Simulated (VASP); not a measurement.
# HC8: single point with PBE+D3(BJ)

HC8, a slab with vacuum:

```
CELL_PARAMETERS angstrom
2.46554 0.00000 0.00000
-1.23277 2.13415 0.00000
0.00000 0.00000 29.19852
ATOMIC_POSITIONS crystal
C 0.08331 0.16662 0.29111
C 0.41669 0.83338 0.29111
C 0.58331 0.16662 0.40754
C 0.91669 0.83338 0.40754
C 0.07984 0.15968 0.52031
C 0.42016 0.84032 0.52031
C 0.58358 0.16716 0.63308
C 0.91642 0.83284 0.63308
H 0.25000 0.50000 0.55784
```

| Property | Result |
| --- | --- |
| Program | VASP 6.6.1 |
| Task | single point |
| Functional | PBE |
| Dispersion | D3(BJ) |
| Potentials or basis | VASP PAW PBE potentials, release 64 (C, H) |
| Cutoff | 520 eV |
| k mesh | 12 × 12 × 1 |
| Occupations | gaussian, width 0.1 eV |
| Spin | no spin polarisation |
| Dipole correction | yes |
| Further INCAR settings | ALGO = Normal; EDIFF = 1e-06; NBANDS = 26 |

| Quantity | Value |
| --- | --- |
| Largest force | 0.096 eV/Å |
| Dispersion energy per atom | -0.129 eV |

Forces in eV/Å, atoms in the order of the input:
```
C    0.000  0.096  0.002
C    0.000 -0.096  0.002
C    0.000  0.068 -0.003
C    0.000 -0.068 -0.003
C    0.000 -0.009 -0.007
C    0.000  0.009 -0.007
C    0.000 -0.001  0.001
C    0.000  0.001  0.001
H    0.000  0.000  0.012
```

Levels at points of the mesh, in eV from the Fermi level:
| k point | band 14 | band 15 | band 16 | band 17 | band 18 | band 19 |
| --- | --- | --- | --- | --- | --- | --- |
| (0.00, 0.00, 0.00) | -3.36 | -3.12 | -3.11 | 0.88 | 2.86 | 3.48 |
| (0.50, 0.00, 0.00) | -3.73 | -2.82 | -2.48 | -0.64 | 0.34 | 1.34 |
| (0.00, 0.50, 0.00) | -4.76 | -3.43 | -2.88 | -2.20 | 0.43 | 1.06 |

Wall time 2.7 min on 1 thread of Intel(R) Xeon(R) 6975P-C (Granite Rapids), on a shared host, peak memory 0.34 GiB.
